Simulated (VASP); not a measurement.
# Si2Br (P6/mmm) in VASP: notebook, part 2 of 2

VASP 6.6.1.

## 4. Relaxation of cell and atoms, PBE

Input file INCAR:

```
  ALGO = Normal
  EDIFF = 1E-6
  EDIFFG = -0.01
  ENCUT = 600
  GGA = PE
  IBRION = 2
  ISIF = 3
  ISMEAR = 0
  LASPH = True
  LCHARG = False
  LREAL = False
  LWAVE = False
  NELM = 100
  NSW = 100
  PREC = Accurate
  SIGMA = 0.1
```

Input file KPOINTS:

```
k-points
0
Gamma
  12 12 10
```

Input file POSCAR:

```
Si2Br
1.0
    3.9916121698      0.0000000000      0.0000000000
   -1.9958060849      3.4568375411      0.0000000000
    0.0000000000      0.0000000000      4.9536769525
Si Br
2 1
Direct
    0.3333333333      0.6666666667      0.5000000000
    0.6666666667      0.3333333333      0.5000000000
    0.0000000000      0.0000000000      0.0000000000
```

Potentials or basis: VASP PAW PBE potentials, release 64 (Si, Br).

The run is started by

```bash
$ cat potpaw_PBE.64/Si/POTCAR potpaw_PBE.64/Br/POTCAR > POTCAR
$ mpirun -np 1 vasp_std > vasp.out
```

OUTCAR:

```text
EDIFF = 1E-6
   EDIFFG = -0.01
   ENCUT = 600
   GGA = PE
   IBRION = 2
   ISIF = 3
   ISMEAR = 0
   LASPH = True
   LREAL = False
   NELM = 100
   NSW = 100
   PREC = Accurate

 ion  position               nearest neighbor table
   1  0.333  0.667  0.500-   2 2.30   2 2.30   2 2.30
   2  0.667  0.333  0.500-   1 2.30   1 2.30   1 2.30
   3  0.000  0.000  0.000-

  LATTYP: Found a hexagonal cell.
 ALAT       =     3.9916121698
 C/A-ratio  =     1.2410216078

  Lattice vectors:

 A1 = (   3.9916121698,   0.0000000000,   0.0000000000)
 A2 = (  -1.9958060849,   3.4568375411,   0.0000000000)
 A3 = (   0.0000000000,   0.0000000000,   4.9536769525)

Analysis of symmetry for initial positions (statically):
=====================================================================
 Subroutine PRICEL returns:
 Original cell was already a primitive cell.

 Routine SETGRP: Setting up the symmetry group for a
 hexagonal supercell.

 Subroutine GETGRP returns: Found 24 space group operations
 (whereof 24 operations were pure point group operations)
 out of a pool of 24 trial point group operations.

The static configuration has the point symmetry D_6h.

Analysis of symmetry for dynamics (positions and initial velocities):
=====================================================================
 Subroutine PRICEL returns:
 Original cell was already a primitive cell.

 Routine SETGRP: Setting up the symmetry group for a
 hexagonal supercell.

 Subroutine GETGRP returns: Found 24 space group operations
 (whereof 24 operations were pure point group operations)
 out of a pool of 24 trial point group operations.

The dynamic configuration has the point symmetry D_6h.

 Subroutine INISYM returns: Found 24 space group operations
 (whereof 24 operations are pure point group operations),
 and found     1 'primitive' translations

----------------------------------------------------------------------------------------

                                     Primitive cell

  volume of cell :      68.3526

  direct lattice vectors                    reciprocal lattice vectors
     3.991612170  0.000000000  0.000000000     0.250525341  0.144640873  0.000000000
    -1.995806085  3.456837541  0.000000000     0.000000000  0.289281746  0.000000000
     0.000000000  0.000000000  4.953676953     0.000000000  0.000000000  0.201870249

  length of vectors
     3.991612170  3.991612170  4.953676953     0.289281746  0.289281746  0.201870249

  position of ions in fractional coordinates (direct lattice)
     0.333333333  0.666666667  0.500000000
     0.666666667  0.333333333  0.500000000
     0.000000000  0.000000000  0.000000000

  ion indices of the primitive-cell ions
   primitive index   ion index
                 1           1
                 2           2
                 3           3

----------------------------------------------------------------------------------------

 KPOINTS: k-points

Automatic generation of k-mesh.
 Grid dimensions read from file:
 generate k-points for:   12   12   10

 Generating k-lattice:

  Cartesian coordinates                     Fractional coordinates (reciprocal lattice)
     0.020877112  0.012053406  0.000000000     0.083333333  0.000000000  0.000000000
     0.000000000  0.024106812  0.000000000     0.000000000  0.083333333  0.000000000
     0.000000000  0.000000000  0.020187025     0.000000000  0.000000000  0.100000000
[... 43 lines left out ...]
   dimension x,y,z NGXF=    64 NGYF=   64 NGZF=   80
   ions per type =               2   1
   NGX,Y,Z   is equivalent  to a cutoff of  13.33, 13.33, 13.42 a.u.
   NGXF,Y,Z  is equivalent  to a cutoff of  26.66, 26.66, 26.85 a.u.
 SYSTEM =  unknown system
   PREC   = accura    normal or accurate (medium, high low for compatibility)
   ISTART =      0    job   : 0-new  1-cont  2-samecut
   ICHARG =      2    charge: 1-file 2-atom 10-const
   ISPIN  =      1    spin polarized calculation?
   LNONCOLLINEAR =      F non collinear calculations
   LSORBIT =      F    spin-orbit coupling
   LASPH  =      T    aspherical Exc in radial PAW
   ENCUT  =  600.0 eV  44.10 Ry    6.64 a.u.   7.97  7.97  9.89*2*pi/ulx,y,z
   NELM   =    100;   NELMIN=  2; NELMDL= -5     # of ELM steps
   EDIFF  = 0.1E-05   stopping-criterion for ELM
   LREAL  =      F    real-space projection
   EDIFFG = -.1E-01   stopping-criterion for IOM
   NSW    =    100    number of steps for IOM
   IBRION =      2    ionic relax: 0-MD 1-quasi-New 2-CG
   NFREE  =      1    steps in history (QN), initial steepest desc. (CG)
   ISIF   =      3    stress and relaxation
   ISYM   =      2    0-nonsym 1-usesym 2-fastsym
   POTIM  = 0.5000    time-step for ionic-motion
   TEBEG  =    0.0;   TEEND  =   0.0 temperature during run
   PSTRESS=    0.0 pullay stress
   NELECT =      15.0000    total number of electrons
   NUPDOWN=      -1.0000    fix difference up-down
   EMIN   =  10.00;   EMAX   =-10.00  energy-range for DOS
   EFERMI =   0.00;   METHOD = LEGACY
   ISMEAR =     0;   SIGMA  =   0.10  broadening in eV -4-tet -1-fermi 0-gaus
   EFERMI_NEDOS =   21; number of points for ismear=-14 and -15
   IALGO  =     38    algorithm
   IMIX   =      4    mixing-type and parameters
     AMIX     =   0.40;   BMIX     =  1.00
     AMIX_MAG =   1.60;   BMIX_MAG =  1.00
  volume/ion in A,a.u.               =      22.78       153.76
  Fermi-wavevector in a.u.,A,eV,Ry     =   0.987462  1.866032 13.266777  0.975081
  Thomas-Fermi vector in A             =   2.118917
   LORBIT       =      0    0 simple, 1 ext, 2 COOP (PROOUT), +10 PAW based schemes
   GGA     = PE    functional components
   LHFCALC =     F    Hartree Fock is set to
   AEXX    =    0.0000 exact exchange contribution
   IVDW    =     0    specifies the selected vdW correction
   LEPSILON=     F    determine dielectric tensor
   LRPA    =     F    only Hartree local field effects (RPA)
 conjugate gradient relaxation of ions
 non-spin polarized calculation
 Gauss-broadening in eV      SIGMA  =   0.10
  energy-cutoff  :      600.00
  volume of cell :       68.35
 maximum number of plane-waves:      2325
 NGX is ok and might be reduce to    32
   NGX = 15   NGY = 15   NGZ = 19

 number of electron      15.0000001 magnetization

 Free energy of the ion-electron system (eV)
  ---------------------------------------------------
  ext. energy  EPLUGINS =         0.00000000
  ---------------------------------------------------
  free energy    TOTEN  =       -11.54766696 eV

  energy without entropy =      -11.53944365  energy(sigma->0) =      -11.54355530

 E-fermi :   4.6232     XC(G=0):  -9.2984

 val. band max:        4.6129511396   @ k =   0.3333   0.3333   0.1000
 cond. band min:       4.6408432701   @ k =   0.2500   0.0000   0.1000
 fundamental gap:      0.0278921305
 Fermi energy:         4.6232455120

 k-point     1 :       0.0000    0.0000    0.0000
  band No.  band energies     occupation
      1     -10.5985      2.00000
      2      -6.1727      2.00000
      3      -0.4604      2.00000
      4       2.4520      2.00000
      5       2.4520      2.00000
      6       2.5538      2.00000
      7       2.5538      2.00000
      8       4.9777      0.00000
      9       5.5972      0.00000
     10       7.5388      0.00000
     11       7.5388      0.00000
[... 309 lines left out ...]
 k-point    24 :       0.3333   -0.0000    0.1000
  band No.  band energies     occupation
      1     -10.2752      2.00000
      2      -5.4178      2.00000
      3      -1.6987      2.00000
      4       0.5854      2.00000
      5       0.9429      2.00000
      6       1.6727      2.00000
      7       3.2020      2.00000
      8       4.2389      2.00000
      9       5.4931      0.00000
     10       7.0164      0.00000
     11      10.2805      0.00000

 [... further k-points ...]

------------------------ aborting loop because EDIFF is reached ----------------------------------------

  FORCE on cell =-STRESS in cart. coord.  units (eV):
  Direction    XX          YY          ZZ          XY          YZ          ZX
  --------------------------------------------------------------------------------------
  -------------------------------------------------------------------------------------
  Total       -0.0284394     -0.0284394      0.0228513      0.0000000      0.0000000     -0.0000000
  in kB       -0.6666158     -0.6666158      0.5356331      0.0000000      0.0000000     -0.0000000
  external PRESSURE =      -0.2658662 kB  Pullay stress =       0.0000000 kB

 VOLUME and BASIS-vectors are now :
 -----------------------------------------------------------------------------
  energy-cutoff  :      600.00
  volume of cell :       68.35
      direct lattice vectors                 reciprocal lattice vectors
     3.991612170  0.000000000  0.000000000     0.250525341  0.144640873  0.000000000
    -1.995806085  3.456837541  0.000000000     0.000000000  0.289281746  0.000000000
     0.000000000  0.000000000  4.953676953     0.000000000  0.000000000  0.201870249

 POSITION                                       TOTAL-FORCE (eV/Angst)
 -----------------------------------------------------------------------------------
     -0.00000      2.30456      2.47684        -0.000000      0.000000      0.000000
      1.99581      1.15228      2.47684         0.000000      0.000000     -0.000000
      0.00000      0.00000      0.00000        -0.000000      0.000000      0.000000
 -----------------------------------------------------------------------------------
    total drift:                                0.000000     -0.000000      0.000000

  FREE ENERGIE OF THE ION-ELECTRON SYSTEM (eV)
  ---------------------------------------------------
  free  energy   TOTEN  =       -11.5476669612 eV

  energy  without entropy=      -11.5394436487  energy(sigma->0) =      -11.54355530

 reached required accuracy - stopping structural energy minimisation
```

CONTCAR:

```text
Si2Br
   1.00000000000000
     3.9916121698000002    0.0000000000000000    0.0000000000000000
    -1.9958060849000001    3.4568375411000001    0.0000000000000000
     0.0000000000000000    0.0000000000000000    4.9536769525000004
  Si              Br
     2     1
Direct
     0.3333333332999970    0.6666666667000030    0.5000000000000000
     0.6666666667000030    0.3333333332999970    0.5000000000000000
     0.0000000000000000    0.0000000000000000    0.0000000000000000

  0.00000000E+00  0.00000000E+00  0.00000000E+00
  0.00000000E+00  0.00000000E+00  0.00000000E+00
  0.00000000E+00  0.00000000E+00  0.00000000E+00
```

Wall time 25 s (1 thread of Intel Xeon 6975P-C (Granite Rapids), shared host); peak memory 0.26 GiB.

What came out:

```
Free energy             : -11.5477 eV
Pressure after relaxing : 0.0 GPa
Band gap on the k mesh  : zero (an odd number of electrons rules out a gap without spin polarisation)
```

Final structure:
```xyz
3
Lattice="3.9916 0.0000 0.0000 -1.9958 3.4568 0.0000 0.0000 0.0000 4.9537" Properties=species:S:1:pos:R:3 pbc="T T T"
Si    0.0000    2.3046    2.4768
Si    1.9958    1.1523    2.4768
Br    0.0000    0.0000    0.0000
```

Caveat: the relaxation stopped at its first step, so nothing moved; an odd number of electrons without spin polarisation forces a metal; a magnetic or distorted state may lie lower.

## 5. The runs side by side

```tsv
task	level	cell	cutoff (eV)	gap on the mesh (eV)	pressure (GPa)
single point	r2SCAN+D3(BJ)	a = 3.992, b = 3.992, c = 4.954 Å, angles 90.0, 90.0, 120.0°, 3 atoms	520	none	-0.4
single point	r2SCAN+D3(BJ)	a = 3.964, b = 3.964, c = 5.073 Å, angles 90.0, 90.0, 120.0°, 3 atoms	520	none	-0.1
relaxation of cell and atoms	PBE	relaxed from a = 3.992, b = 3.992, c = 4.954 Å, angles 90.0, 90.0, 120.0°, 3 atoms	600	none	0.0
```

Alike in all rows: potentials or basis VASP PAW PBE potentials, release 64 (Si, Br); no spin polarisation; k mesh 12 × 12 × 10; smearing gaussian 0.1 eV.

Caveats: an odd number of electrons without spin polarisation forces a metal; a magnetic or distorted state may lie lower; three body term missing (at least some runs); the PAW data sets were made with another functional, which shifts forces and pressure a little (at least some runs); the relaxation stopped at its first step, so nothing moved (at least some runs).

Total energies depend on the potentials used, so only differences within one code and one set of settings carry meaning.
